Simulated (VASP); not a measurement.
# Ru (Pm-3n) in VASP: single point with PBEsol

Aim: the single point of Ru with PBEsol.

Everything below comes from runs of VASP 6.6.1. Logs are shortened: lines on timing, memory, paths and dates and some standing lists are left out, and cuts for length are marked.

## (1) The cell of the first run

The structure is cubic, space group Pm-3n (No. 223). Conventional cell: a = 4.790 Å, b = 4.790 Å, c = 4.790 Å, α = 90.00°, β = 90.00°, γ = 90.00°. Ru (site symmetry m-3) has 12 Ru at 2.68 Å within 3.5 Å. Within 3.2 Å of Ru (site symmetry -4m2) lie 14 Ru at 2.40 to 2.93 Å.

## (2) Single point, PBEsol

The input, INCAR:

```
ALGO = Fast
EDIFF = 1E-6
ENCUT = 520
GGA = PS
ISIF = 2
ISMEAR = 0
LASPH = T
LCHARG = F
LREAL = F
LWAVE = F
NBANDS = 66
NELM = 80
PREC = Accurate
SIGMA = 0.1
```

The input, KPOINTS:

```
k-points
0
Gamma
  8 8 8
```

The input, POSCAR:

```
Ru
1.0
    4.7901074907      0.0000000000      0.0000000000
    0.0000000000      4.7901074907      0.0000000000
    0.0000000000      0.0000000000      4.7901074907
Ru
8
Direct
    0.5000000000      0.5000000000      0.5000000000
    0.0000000000      0.0000000000      0.0000000000
    0.2500000000      0.0000000000      0.5000000000
    0.5000000000      0.2500000000      0.0000000000
    0.5000000000      0.7500000000      0.0000000000
    0.7500000000      0.0000000000      0.5000000000
    0.0000000000      0.5000000000      0.7500000000
    0.0000000000      0.5000000000      0.2500000000
```

Potentials or basis: VASP PAW PBE potentials, release 64 (Ru_pv).

Started as:

```bash
> cat potpaw_PBE.64/Ru_pv/POTCAR > POTCAR
> mpirun -np 1 vasp_std > vasp.out
```

OUTCAR:

```text
EDIFF = 1E-6
   ENCUT = 520
   GGA = PS
   ISIF = 2
   ISMEAR = 0
   LASPH = T
   LREAL = F
   NELM = 80
   PREC = Accurate

 ion  position               nearest neighbor table
   1  0.500  0.500  0.500-   3 2.68   4 2.68   5 2.68   6 2.68   7 2.68   8 2.68   4 2.68   5 2.68
                             3 2.68   6 2.68   7 2.68   8 2.68
   2  0.000  0.000  0.000-   3 2.68   4 2.68   5 2.68   6 2.68   7 2.68   8 2.68   3 2.68   6 2.68
                             7 2.68   8 2.68   4 2.68   5 2.68
   3  0.250  0.000  0.500-   6 2.40   6 2.40   1 2.68   2 2.68   1 2.68   2 2.68   8 2.93   5 2.93
                             4 2.93   5 2.93   4 2.93   7 2.93   8 2.93   7 2.93
   4  0.500  0.250  0.000-   5 2.40   5 2.40   1 2.68   1 2.68   2 2.68   2 2.68   8 2.93   3 2.93
                             3 2.93   6 2.93   6 2.93   7 2.93   7 2.93   8 2.93
   5  0.500  0.750  0.000-   4 2.40   4 2.40   1 2.68   1 2.68   2 2.68   2 2.68   8 2.93   3 2.93
                             3 2.93   6 2.93   6 2.93   7 2.93   7 2.93   8 2.93
   6  0.750  0.000  0.500-   3 2.40   3 2.40   1 2.68   2 2.68   1 2.68   2 2.68   8 2.93   4 2.93
                             4 2.93   5 2.93   5 2.93   7 2.93   8 2.93   7 2.93
   7  0.000  0.500  0.750-   8 2.40   8 2.40   1 2.68   2 2.68   2 2.68   1 2.68   3 2.93   4 2.93
                             5 2.93   3 2.93   6 2.93   6 2.93   4 2.93   5 2.93
   8  0.000  0.500  0.250-   7 2.40   7 2.40   1 2.68   2 2.68   2 2.68   1 2.68   3 2.93   4 2.93
                             5 2.93   3 2.93   6 2.93   6 2.93   4 2.93   5 2.93

  LATTYP: Found a simple cubic cell.
 ALAT       =     4.7901074907

  Lattice vectors:

 A1 = (   4.7901074907,   0.0000000000,   0.0000000000)
 A2 = (   0.0000000000,   4.7901074907,   0.0000000000)
 A3 = (   0.0000000000,   0.0000000000,   4.7901074907)

Analysis of symmetry for initial positions (statically):
=====================================================================
 Subroutine PRICEL returns:
 Original cell was already a primitive cell.

 Routine SETGRP: Setting up the symmetry group for a
 simple cubic supercell.

 Subroutine GETGRP returns: Found 48 space group operations
 (whereof 24 operations were pure point group operations)
 out of a pool of 48 trial point group operations.

The static configuration has the point symmetry T_h .
 The point group associated with its full space group is O_h .

Analysis of symmetry for dynamics (positions and initial velocities):
=====================================================================
 Subroutine PRICEL returns:
 Original cell was already a primitive cell.

 Routine SETGRP: Setting up the symmetry group for a
 simple cubic supercell.

 Subroutine GETGRP returns: Found 48 space group operations
 (whereof 24 operations were pure point group operations)
 out of a pool of 48 trial point group operations.
[... 122 lines left out ...]
   POTIM  = 0.5000    time-step for ionic-motion
   TEBEG  =    0.0;   TEEND  =   0.0 temperature during run
   PSTRESS=    0.0 pullay stress
   NELECT =     112.0000    total number of electrons
   NUPDOWN=      -1.0000    fix difference up-down
   EMIN   =  10.00;   EMAX   =-10.00  energy-range for DOS
   EFERMI =   0.00;   METHOD = LEGACY
   ISMEAR =     0;   SIGMA  =   0.10  broadening in eV -4-tet -1-fermi 0-gaus
   EFERMI_NEDOS =   21; number of points for ismear=-14 and -15
   IALGO  =     68    algorithm
   IMIX   =      4    mixing-type and parameters
     AMIX     =   0.40;   BMIX     =  1.00
     AMIX_MAG =   1.60;   BMIX_MAG =  1.00
  volume/ion in A,a.u.               =      13.74        92.71
  Fermi-wavevector in a.u.,A,eV,Ry     =   1.647412  3.113157 36.925757  2.713967
  Thomas-Fermi vector in A             =   2.736875
   LORBIT       =      0    0 simple, 1 ext, 2 COOP (PROOUT), +10 PAW based schemes
   GGA     = PS    functional components
   LHFCALC =     F    Hartree Fock is set to
   AEXX    =    0.0000 exact exchange contribution
   IVDW    =     0    specifies the selected vdW correction
   LEPSILON=     F    determine dielectric tensor
   LRPA    =     F    only Hartree local field effects (RPA)
 non-spin polarized calculation
 RMM-DIIS sequential band-by-band and
 Gauss-broadening in eV      SIGMA  =   0.10
  energy-cutoff  :      520.00
  volume of cell :      109.91
 maximum number of plane-waves:      3016
 NGX is ok and might be reduce to    36
   NGX = 17   NGY = 17   NGZ = 17

 number of electron     111.9999989 magnetization

 Free energy of the ion-electron system (eV)
  ---------------------------------------------------
  ext. energy  EPLUGINS =         0.00000000
  ---------------------------------------------------
  free energy    TOTEN  =       -78.00016099 eV

  energy without entropy =      -77.94466146  energy(sigma->0) =      -77.97241123

 E-fermi :  12.6146     XC(G=0): -14.1856

 val. band max:       12.5925164816   @ k =   0.5000   0.3750   0.0000
 cond. band min:      12.6353723084   @ k =   0.5000   0.3750   0.3750
 fundamental gap:      0.0428558268
 Fermi energy:        12.6145553890

 k-point     1 :       0.0000    0.0000    0.0000
  band No.  band energies     occupation
      1     -31.4163      2.00000
      2     -31.4163      2.00000
      3     -31.2953      2.00000
      4     -30.7750      2.00000
      5     -30.7750      2.00000
      6     -30.7750      2.00000
[... 1645 lines left out ...]
     65      14.0371      0.00000
     66      14.5260      0.00000

 [... further k-points ...]
[... 5 lines left out ...]
  --------------------------------------------------------------------------------------
  -------------------------------------------------------------------------------------
  Total        0.0227398      0.0227398      0.0227398      0.0000000     -0.0000000     -0.0000000
  in kB        0.3314832      0.3314832      0.3314832      0.0000000     -0.0000000     -0.0000000
  external PRESSURE =       0.3314832 kB  Pullay stress =       0.0000000 kB

 VOLUME and BASIS-vectors are now :
 -----------------------------------------------------------------------------
  energy-cutoff  :      520.00
  volume of cell :      109.91
      direct lattice vectors                 reciprocal lattice vectors
     4.790107491  0.000000000  0.000000000     0.208763582  0.000000000  0.000000000
     0.000000000  4.790107491  0.000000000     0.000000000  0.208763582  0.000000000
     0.000000000  0.000000000  4.790107491     0.000000000  0.000000000  0.208763582

 POSITION                                       TOTAL-FORCE (eV/Angst)
 -----------------------------------------------------------------------------------
      2.39505      2.39505      2.39505        -0.000000      0.000000      0.000000
      0.00000      0.00000      0.00000        -0.000000      0.000000      0.000000
      1.19753      0.00000      2.39505        -0.000000     -0.000000      0.000000
      2.39505      1.19753      0.00000        -0.000000      0.000000     -0.000000
      2.39505      3.59258      0.00000         0.000000      0.000000     -0.000000
      3.59258      0.00000      2.39505         0.000000     -0.000000     -0.000000
      0.00000      2.39505      3.59258        -0.000000     -0.000000      0.000000
      0.00000      2.39505      1.19753        -0.000000      0.000000      0.000000
 -----------------------------------------------------------------------------------
    total drift:                                0.000000      0.000000     -0.000000

  FREE ENERGIE OF THE ION-ELECTRON SYSTEM (eV)
  ---------------------------------------------------
  free  energy   TOTEN  =       -78.0001609940 eV

  energy  without entropy=      -77.9446614629  energy(sigma->0) =      -77.97241123
```

OSZICAR:

```text
N       E                     dE             d eps       ncg     rms          rms(c)
DAV:   1     0.147215324962E+04    0.14722E+04   -0.66772E+04  4652   0.189E+03
DAV:   2    -0.199862880963E+02   -0.14921E+04   -0.14530E+04  4808   0.597E+02
DAV:   3    -0.816759505950E+02   -0.61690E+02   -0.58164E+02  5800   0.117E+02
DAV:   4    -0.836680582876E+02   -0.19921E+01   -0.19133E+01  5516   0.166E+01
DAV:   5    -0.837194385668E+02   -0.51380E-01   -0.50955E-01  5554   0.257E+00    0.403E+01
RMM:   6    -0.783772733895E+02    0.53422E+01   -0.15434E+01  4645   0.198E+01    0.125E+01
RMM:   7    -0.790046598254E+02   -0.62739E+00   -0.80452E+00  4765   0.993E+00    0.894E+00
RMM:   8    -0.779884219807E+02    0.10162E+01   -0.21559E+00  4726   0.590E+00    0.198E+00
RMM:   9    -0.780029437875E+02   -0.14522E-01   -0.49048E-01  5391   0.190E+00    0.133E+00
RMM:  10    -0.779996491179E+02    0.32947E-02   -0.79675E-02  5147   0.134E+00    0.501E-01
RMM:  11    -0.779996735406E+02   -0.24423E-04   -0.29877E-02  5663   0.436E-01    0.737E-02
RMM:  12    -0.780000740898E+02   -0.40055E-03   -0.46009E-03  5923   0.183E-01    0.682E-02
RMM:  13    -0.780001657403E+02   -0.91651E-04   -0.10274E-03  6338   0.732E-02    0.408E-02
RMM:  14    -0.780001662862E+02   -0.54582E-06   -0.40696E-04  5146   0.973E-02    0.354E-02
RMM:  15    -0.780001561162E+02    0.10170E-04   -0.11146E-04  5283   0.457E-02    0.477E-03
RMM:  16    -0.780001604720E+02   -0.43557E-05   -0.34877E-05  5142   0.134E-02    0.736E-03
RMM:  17    -0.780001609940E+02   -0.52205E-06   -0.54782E-06  3663   0.559E-03
   1 F= -.78000161E+02 E0= -.77972411E+02  d E =-.554995E-01
```

It took 2.3 min on 1 thread of Intel Xeon 6975P-C (Granite Rapids), shared host; peak memory 0.31 GiB.

What came out:

```yaml
Free_energy: -78.0002 eV
Pressure: 0.0 GPa
Band_gap_on_the_k_mesh: zero (band 56 reaches 13.28 eV, above the bottom of band 57 at 12.35 eV)
```

Levels at points of the mesh, in eV from the Fermi level:
```
           k point  band 53  band 54  band 55  band 56  band 57  band 58  band 59  band 60
(0.00, 0.00, 0.00)    -0.64    -0.64    -0.64    -0.27    -0.27     0.35     0.35     1.05
(0.50, 0.00, 0.00)    -1.04    -1.04    -0.25    -0.25     0.42     0.42     0.57     0.57
(0.50, 0.50, 0.00)    -0.35    -0.18    -0.18     0.02     0.02     0.07     0.62     0.62
(0.50, 0.50, 0.50)    -0.97    -0.97     0.66     0.66     0.66     0.66     0.66     0.66
```

Caveat: the PAW data sets were made with another functional, which shifts forces and pressure a little.
